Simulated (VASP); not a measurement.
# BiTe (R-3m) in VASP: further runs

BiTe is run at these levels: PBEsol; tasks: single point.

Everything below comes from runs of VASP 6.6.1. Logs are shortened: lines on timing, memory, paths and dates and some standing lists are left out, and cuts for length are marked.

### Step 1. The cell of the first run

It takes space group R-3m (No. 166, trigonal). The conventional cell has a = 4.796 Å, b = 4.796 Å, c = 8.724 Å, α = 90.00°, β = 90.00°, γ = 120.00°. Within 4.1 Å of Bi (site symmetry -3m) lie 6 Te at 3.13 Å and 6 Bi at 4.02 Å. Te (site symmetry -3m) has 6 Bi at 3.13 Å and 6 Te at 4.02 Å within 4.1 Å.

### Step 2. Single point, PBEsol

Input file INCAR:

```
PREC = Accurate
ENCUT = 520
EDIFF = 1E-6
ISMEAR = -1
SIGMA = 0.05
LREAL = False
LASPH = True
NELM = 80
ALGO = Normal
ISIF = 2
LWAVE = False
LCHARG = False
GGA = PS
NBANDS = 18
```

Input file KPOINTS:

```
regular mesh
0
Gamma
  7 7 7
```

Input file POSCAR:

```
BiTe
1.0
    2.3977699401      1.3843531204      2.9078491906
   -2.3977699401      1.3843531204      2.9078491906
    0.0000000000     -2.7687062408      2.9078491906
Bi Te
1 1
Direct
    0.5000000000      0.5000000000      0.5000000000
    0.0000000000      0.0000000000      0.0000000000
```

Potentials or basis: VASP PAW PBE potentials, release 64 (Bi_d, Te).

Run with:

```console
cat potpaw_PBE.64/Bi_d/POTCAR potpaw_PBE.64/Te/POTCAR > POTCAR
mpirun -np 1 vasp_std > vasp.out
```

OUTCAR:

```text
PREC = Accurate
   ENCUT = 520
   EDIFF = 1E-6
   ISMEAR = -1
   LREAL = False
   LASPH = True
   NELM = 80
   ISIF = 2
   GGA = PS

 ion  position               nearest neighbor table
   1  0.500  0.500  0.500-   2 3.13   2 3.13   2 3.13   2 3.13   2 3.13   2 3.13
   2  0.000  0.000  0.000-   1 3.13   1 3.13   1 3.13   1 3.13   1 3.13   1 3.13

  LATTYP: Found a trigonal (rhomboedric) cell.
 ALAT       =     4.0151365061
 COS(alpha) =     0.2867457167

  Lattice vectors:

 A1 = (   2.3977699401,   1.3843531204,   2.9078491906)
 A2 = (  -2.3977699401,   1.3843531204,   2.9078491906)
 A3 = (   0.0000000000,  -2.7687062408,   2.9078491906)

Analysis of symmetry for initial positions (statically):
=====================================================================
 Subroutine PRICEL returns:
 Original cell was already a primitive cell.

 Routine SETGRP: Setting up the symmetry group for a
 trigonal (rhombohedral) supercell.

 Subroutine GETGRP returns: Found 12 space group operations
 (whereof 12 operations were pure point group operations)
 out of a pool of 12 trial point group operations.

The static configuration has the point symmetry D_3d.

Analysis of symmetry for dynamics (positions and initial velocities):
=====================================================================
 Subroutine PRICEL returns:
 Original cell was already a primitive cell.

 Routine SETGRP: Setting up the symmetry group for a
 trigonal (rhombohedral) supercell.

 Subroutine GETGRP returns: Found 12 space group operations
 (whereof 12 operations were pure point group operations)
 out of a pool of 12 trial point group operations.

The dynamic configuration has the point symmetry D_3d.

 Subroutine INISYM returns: Found 12 space group operations
 (whereof 12 operations are pure point group operations),
 and found     1 'primitive' translations

----------------------------------------------------------------------------------------

                                     Primitive cell

  volume of cell :      57.9132

  direct lattice vectors                    reciprocal lattice vectors
     2.397769940  1.384353120  2.907849191     0.208527095  0.120393174  0.114632263
    -2.397769940  1.384353120  2.907849191    -0.208527095  0.120393174  0.114632263
     0.000000000 -2.768706241  2.907849191     0.000000000 -0.240786349  0.114632263

  length of vectors
     4.015136506  4.015136506  4.015136506     0.266680748  0.266680748  0.266680748

  position of ions in fractional coordinates (direct lattice)
     0.500000000  0.500000000  0.500000000
     0.000000000  0.000000000  0.000000000

  ion indices of the primitive-cell ions
   primitive index   ion index
                 1           1
                 2           2

----------------------------------------------------------------------------------------

 KPOINTS: regular mesh

Automatic generation of k-mesh.
 Grid dimensions read from file:
 generate k-points for:    7    7    7

 Generating k-lattice:

  Cartesian coordinates                     Fractional coordinates (reciprocal lattice)
     0.029789585  0.017199025  0.016376038     0.142857143 -0.000000000 -0.000000000
    -0.029789585  0.017199025  0.016376038    -0.000000000  0.142857143 -0.000000000
     0.000000000 -0.034398050  0.016376038    -0.000000000 -0.000000000  0.142857143

  Length of vectors
     0.038097250  0.038097250  0.038097250

  Shift w.r.t. Gamma in fractional coordinates (k-lattice)
     0.000000000  0.000000000  0.000000000

 Subroutine IBZKPT returns following result:
 ===========================================

 Found     44 irreducible k-points:

 Following reciprocal coordinates:
            Coordinates               Weight
  0.000000  0.000000  0.000000      1.000000
  0.142857  0.000000 -0.000000      6.000000
  0.285714  0.000000 -0.000000      6.000000
  0.428571 -0.000000 -0.000000      6.000000
  0.142857  0.142857 -0.000000      6.000000
  0.285714  0.142857 -0.000000     12.000000
[... 16 lines left out ...]
  0.285714  0.285714  0.142857      6.000000
  0.428571  0.285714  0.142857     12.000000
 [... further k-points ...]
   k-points           NKPTS =     44   k-points in BZ     NKDIM =     44   number of bands    NBANDS=     18
   number of dos      NEDOS =    301   number of ions     NIONS =      2
   total plane-waves  NPLWV =  27000
   dimension x,y,z NGX =    30 NGY =   30 NGZ =   30
   dimension x,y,z NGXF=    60 NGYF=   60 NGZF=   60
   ions per type =               1   1
   NGX,Y,Z   is equivalent  to a cutoff of  12.42, 12.42, 12.42 a.u.
   NGXF,Y,Z  is equivalent  to a cutoff of  24.84, 24.84, 24.84 a.u.
 SYSTEM =  unknown system
   PREC   = accura    normal or accurate (medium, high low for compatibility)
   ISTART =      0    job   : 0-new  1-cont  2-samecut
   ICHARG =      2    charge: 1-file 2-atom 10-const
   ISPIN  =      1    spin polarized calculation?
   LNONCOLLINEAR =      F non collinear calculations
   LSORBIT =      F    spin-orbit coupling
   LASPH  =      T    aspherical Exc in radial PAW
   ENCUT  =  520.0 eV  38.22 Ry    6.18 a.u.   7.47  7.47  7.47*2*pi/ulx,y,z
   NELM   =     80;   NELMIN=  2; NELMDL= -5     # of ELM steps
   EDIFF  = 0.1E-05   stopping-criterion for ELM
   LREAL  =      F    real-space projection
   EDIFFG = 0.1E-04   stopping-criterion for IOM
   NSW    =      0    number of steps for IOM
   IBRION =     -1    ionic relax: 0-MD 1-quasi-New 2-CG
   NFREE  =      0    steps in history (QN), initial steepest desc. (CG)
   ISIF   =      2    stress and relaxation
   ISYM   =      2    0-nonsym 1-usesym 2-fastsym
   POTIM  = 0.5000    time-step for ionic-motion
   TEBEG  =    0.0;   TEEND  =   0.0 temperature during run
   PSTRESS=    0.0 pullay stress
   NELECT =      21.0000    total number of electrons
   NUPDOWN=      -1.0000    fix difference up-down
   EMIN   =  10.00;   EMAX   =-10.00  energy-range for DOS
   EFERMI =   0.00;   METHOD = LEGACY
   ISMEAR =    -1;   SIGMA  =   0.05  broadening in eV -4-tet -1-fermi 0-gaus
   EFERMI_NEDOS =   21; number of points for ismear=-14 and -15
   IALGO  =     38    algorithm
   IMIX   =      4    mixing-type and parameters
     AMIX     =   0.40;   BMIX     =  1.00
     AMIX_MAG =   1.60;   BMIX_MAG =  1.00
  volume/ion in A,a.u.               =      28.96       195.41
  Fermi-wavevector in a.u.,A,eV,Ry     =   1.167406  2.206078 18.542534  1.362838
  Thomas-Fermi vector in A             =   2.303907
   LORBIT       =      0    0 simple, 1 ext, 2 COOP (PROOUT), +10 PAW based schemes
   GGA     = PS    functional components
   LHFCALC =     F    Hartree Fock is set to
   AEXX    =    0.0000 exact exchange contribution
   IVDW    =     0    specifies the selected vdW correction
   LEPSILON=     F    determine dielectric tensor
   LRPA    =     F    only Hartree local field effects (RPA)
 non-spin polarized calculation
  energy-cutoff  :      520.00
  volume of cell :       57.91
 maximum number of plane-waves:      1569
 NGX is ok and might be reduce to    30
   NGX = 15   NGY = 15   NGZ = 15

 number of electron      21.0000006 magnetization

 Free energy of the ion-electron system (eV)
  ---------------------------------------------------
  ext. energy  EPLUGINS =         0.00000000
  ---------------------------------------------------
  free energy    TOTEN  =        -7.91406284 eV

  energy without entropy =       -7.90489288  energy(sigma->0) =       -7.90947786

 E-fermi :   8.2891     XC(G=0): -10.3551

 val. band max:        8.2269189289   @ k =   0.2857   0.2857   0.2857
 cond. band min:       8.3051948601   @ k =  -0.2857   0.4286   0.1429
 fundamental gap:      0.0782759312
 Fermi energy:         8.2891040008

 k-point     1 :       0.0000    0.0000    0.0000
  band No.  band energies     occupation
      1     -14.8249      2.00000
      2     -14.8249      2.00000
      3     -14.8121      2.00000
      4     -14.8121      2.00000
      5     -14.7774      2.00000
      6      -6.0783      2.00000
[... 10 lines left out ...]
     17      16.0053      0.00000
     18      16.0053      0.00000

 k-point     2 :       0.1429    0.0000   -0.0000
  band No.  band energies     occupation
      1     -14.8242      2.00000
      2     -14.8222      2.00000
      3     -14.8151      2.00000
      4     -14.8100      2.00000
      5     -14.7775      2.00000
      6      -5.8752      2.00000
[... 10 lines left out ...]
     17      16.5483      0.00000
     18      16.9631      0.00000

 k-point     3 :       0.2857    0.0000   -0.0000
  band No.  band energies     occupation
      1     -14.8227      2.00000
      2     -14.8216      2.00000
      3     -14.8211      2.00000
      4     -14.8015      2.00000
      5     -14.7763      2.00000
      6      -5.2728      2.00000
[... 10 lines left out ...]
     17      17.3047      0.00000
     18      18.0940      0.00000

 k-point     4 :       0.4286   -0.0000   -0.0000
  band No.  band energies     occupation
      1     -14.8274      2.00000
      2     -14.8221      2.00000
      3     -14.8210      2.00000
      4     -14.7957      2.00000
      5     -14.7726      2.00000
      6      -4.3003      2.00000
[... 10 lines left out ...]
     17      16.0822      0.00000
     18      19.4606      0.00000

 k-point     5 :       0.1429    0.1429   -0.0000
  band No.  band energies     occupation
      1     -14.8243      2.00000
      2     -14.8203      2.00000
      3     -14.8159      2.00000
      4     -14.8079      2.00000
      5     -14.7783      2.00000
      6      -5.7738      2.00000
[... 10 lines left out ...]
     17      16.2742      0.00000
     18      16.3647      0.00000

 k-point     6 :       0.2857    0.1429   -0.0000
  band No.  band energies     occupation
      1     -14.8272      2.00000
      2     -14.8196      2.00000
      3     -14.8182      2.00000
      4     -14.7987      2.00000
      5     -14.7777      2.00000
      6      -5.2794      2.00000
[... 10 lines left out ...]
     17      16.6327      0.00000
     18      17.9547      0.00000

 k-point     7 :       0.4286    0.1429   -0.0000
  band No.  band energies     occupation
      1     -14.8306      2.00000
      2     -14.8216      2.00000
      3     -14.8179      2.00000
      4     -14.7932      2.00000
      5     -14.7737      2.00000
      6      -4.4258      2.00000
[... 10 lines left out ...]
     17      18.1213      0.00000
     18      18.6800      0.00000

 k-point     8 :      -0.4286    0.1429    0.0000
  band No.  band energies     occupation
      1     -14.8293      2.00000
      2     -14.8226      2.00000
      3     -14.8177      2.00000
      4     -14.7937      2.00000
      5     -14.7734      2.00000
      6      -3.8417      2.00000
[... 10 lines left out ...]
     17      16.9908      0.00000
     18      19.7744      0.00000
[... 229 lines left out ...]
     17      18.2120      0.00000
     18      18.8061      0.00000

 k-point    20 :      -0.4286    0.1429    0.1429
  band No.  band energies     occupation
      1     -14.8280      2.00000
      2     -14.8261      2.00000
      3     -14.8124      2.00000
      4     -14.7929      2.00000
      5     -14.7753      2.00000
      6      -3.6141      2.00000
[... 10 lines left out ...]
     17      17.7772      0.00000
     18      18.5879      0.00000

 k-point    21 :      -0.2857    0.1429    0.1429
  band No.  band energies     occupation
      1     -14.8259      2.00000
      2     -14.8222      2.00000
      3     -14.8124      2.00000
      4     -14.8004      2.00000
      5     -14.7777      2.00000
      6      -4.5935      2.00000
[... 10 lines left out ...]
     17      16.3244      0.00000
     18      18.7613      0.00000

 k-point    22 :      -0.1429    0.1429    0.1429
  band No.  band energies     occupation
      1     -14.8247      2.00000
      2     -14.8189      2.00000
      3     -14.8125      2.00000
      4     -14.8103      2.00000
      5     -14.7777      2.00000
      6      -5.3780      2.00000
[... 10 lines left out ...]
     17      16.9681      0.00000
     18      16.9947      0.00000

 k-point    23 :       0.2857    0.2857    0.1429
  band No.  band energies     occupation
      1     -14.8320      2.00000
      2     -14.8237      2.00000
      3     -14.8069      2.00000
      4     -14.7896      2.00000
      5     -14.7824      2.00000
      6      -5.0821      2.00000
[... 10 lines left out ...]
     17      18.8366      0.00000
     18      19.1372      0.00000

 k-point    24 :       0.4286    0.2857    0.1429
  band No.  band energies     occupation
      1     -14.8365      2.00000
      2     -14.8246      2.00000
      3     -14.8065      2.00000
      4     -14.7855      2.00000
      5     -14.7772      2.00000
      6      -4.4513      2.00000
[... 10 lines left out ...]
     17      17.9535      0.00000
     18      20.0015      0.00000

 [... further k-points ...]
[... 5 lines left out ...]
  --------------------------------------------------------------------------------------
  -------------------------------------------------------------------------------------
  Total        1.8263754      1.8263754      1.8144677      0.0000000     -0.0000000      0.0000000
  in kB       50.5269539     50.5269539     50.1975255      0.0000000     -0.0000000      0.0000000
  external PRESSURE =      50.4171444 kB  Pullay stress =       0.0000000 kB

 VOLUME and BASIS-vectors are now :
 -----------------------------------------------------------------------------
  energy-cutoff  :      520.00
  volume of cell :       57.91
      direct lattice vectors                 reciprocal lattice vectors
     2.397769940  1.384353120  2.907849191     0.208527095  0.120393174  0.114632263
    -2.397769940  1.384353120  2.907849191    -0.208527095  0.120393174  0.114632263
     0.000000000 -2.768706241  2.907849191     0.000000000 -0.240786349  0.114632263

 POSITION                                       TOTAL-FORCE (eV/Angst)
 -----------------------------------------------------------------------------------
      0.00000      0.00000      4.36177         0.000000      0.000000     -0.000000
      0.00000      0.00000      0.00000        -0.000000      0.000000      0.000000
 -----------------------------------------------------------------------------------
    total drift:                               -0.000000      0.000000      0.000000

  FREE ENERGIE OF THE ION-ELECTRON SYSTEM (eV)
  ---------------------------------------------------
  free  energy   TOTEN  =        -7.9140628375 eV

  energy  without entropy=       -7.9048928795  energy(sigma->0) =       -7.90947786
```

Wall time 32 s (1 thread of Intel Xeon Platinum 8259CL at 2.50GHz (Skylake/Cascade Lake), shared host); peak memory 0.19 GiB.

Results:

- Free energy: -7.9141 eV
- Pressure: 5.0 GPa

Caveat: the PAW data sets were made with another functional, which shifts forces and pressure a little; spin-orbit coupling is left out, which moves the levels of the heavy elements.

### Step 3. Single point, PBEsol

This run uses another cell than the first one, of 30.54 Å³/atom, 1.055 times its volume.

Input file INCAR:

```
SYSTEM = BiTe
  PREC = Accurate
  ENCUT = 520
  EDIFF = 1E-7
  ISMEAR = -1
  SIGMA = 0.05
  LREAL = .FALSE.
  LASPH = .TRUE.
  NELM = 100
  ALGO = Normal
  ISIF = 2
  LWAVE = .FALSE.
  LCHARG = .FALSE.
  GGA = PS
  NBANDS = 18
```

Input file KPOINTS:

```
regular mesh
0
G
  7 7 7
  0 0 0
```

Input file POSCAR:

```
BiTe
1.0
    2.4067705986      1.3895496530      3.0440564055
   -2.4067705986      1.3895496530      3.0440564055
    0.0000000000     -2.7790993060      3.0440564055
Bi Te
1 1
Direct
    0.5000000000      0.5000000000      0.5000000000
    0.0000000000      0.0000000000      0.0000000000
```

Potentials or basis: VASP PAW PBE potentials, release 64 (Bi_d, Te).

Run with:

```console
cat potpaw_PBE.64/Bi_d/POTCAR potpaw_PBE.64/Te/POTCAR > POTCAR
mpirun -np 1 vasp_std > vasp.out
```

Wall time 31 s (1 thread of Intel Xeon Platinum 8259CL at 2.50GHz (Skylake/Cascade Lake), shared host); peak memory 0.2 GiB.

The run converged. Its results:

```yaml
Free_energy: -7.9830 eV
Pressure: 2.0 GPa
```

Levels at points of the mesh, in eV from the Fermi level:
```csv
k point,band 7,band 8,band 9,band 10,band 11,band 12,band 13,band 14
"(0.00, 0.00, 0.00)",-8.01,-3.21,-3.21,-1.38,2.16,3.10,3.10,3.69
```

Caveat: the PAW data sets were made with another functional, which shifts forces and pressure a little; spin-orbit coupling is left out, which moves the levels of the heavy elements.

[end of part 1 of 2]
